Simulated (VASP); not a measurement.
Here is a VASP 6.6.1 calculation.

The input INCAR:

```
SYSTEM = Ta3Al2N5
  PREC = Accurate
  ENCUT = 520
  EDIFF = 1E-6
  ISMEAR = 0
  SIGMA = 0.1
  LREAL = .False.
  LASPH = .True.
  NELM = 60
  ALGO = Normal
  ISIF = 2
  LWAVE = .False.
  LCHARG = .True.
  GGA = PE
  LELF = .True.
  LVHAR = .True.
  NBANDS = 43
```

Contents of KPOINTS:

```
Automatic mesh
0
Gamma
  8 8 8
  0 0 0
```

Contents of POSCAR:

```
Ta3Al2N5
1.0
   -1.6750764000      1.6750764000     11.8445787800
    1.6750764000     -1.6750764000     11.8445787800
    1.6750764000      1.6750764000    -11.8445787800
Ta Al N
3 2 5
Direct
    0.1000000000      0.1000000000      0.0000000000
    0.9000000000      0.9000000000      0.0000000000
    0.5000000000      0.5000000000      0.0000000000
    0.7000000000      0.7000000000      0.0000000000
    0.3000000000      0.3000000000      0.0000000000
    0.0000000000      0.0000000000      0.0000000000
    0.6000000000      0.6000000000      0.0000000000
    0.2000000000      0.2000000000      0.0000000000
    0.8000000000      0.8000000000      0.0000000000
    0.4000000000      0.4000000000      0.0000000000
```

Potentials or basis: VASP PAW PBE potentials, release 64 (Ta_pv, Al, N).

Run with:

```console
$ cat potpaw_PBE.64/Ta_pv/POTCAR potpaw_PBE.64/Al/POTCAR potpaw_PBE.64/N/POTCAR > POTCAR
$ mpirun -np 1 vasp_std > vasp.out
```

What does it give for the pressure?

-41.3 GPa.

What does it give for the largest force?

1.091 eV/Å.

Predict the band gap on the k mesh.

zero (bands 32 and 33 overlap by 2.01 eV).

Forces on the atoms (eV/Å):
```
Ta   0.000  0.000 -1.091
Ta   0.000  0.000  1.091
Ta   0.000  0.000  0.000
Al   0.000  0.000  0.428
Al   0.000  0.000 -0.428
N    0.000  0.000  0.000
N    0.000  0.000  0.808
N    0.000  0.000 -0.321
N    0.000  0.000  0.321
N    0.000  0.000 -0.808
```

Caveat: the stress differs along the axes, from -43 to -37 GPa; spin-orbit coupling is left out, which moves the levels of the heavy elements; forces of over 1 eV/Å act on the atoms, so gaps and moduli don't describe the material at rest.
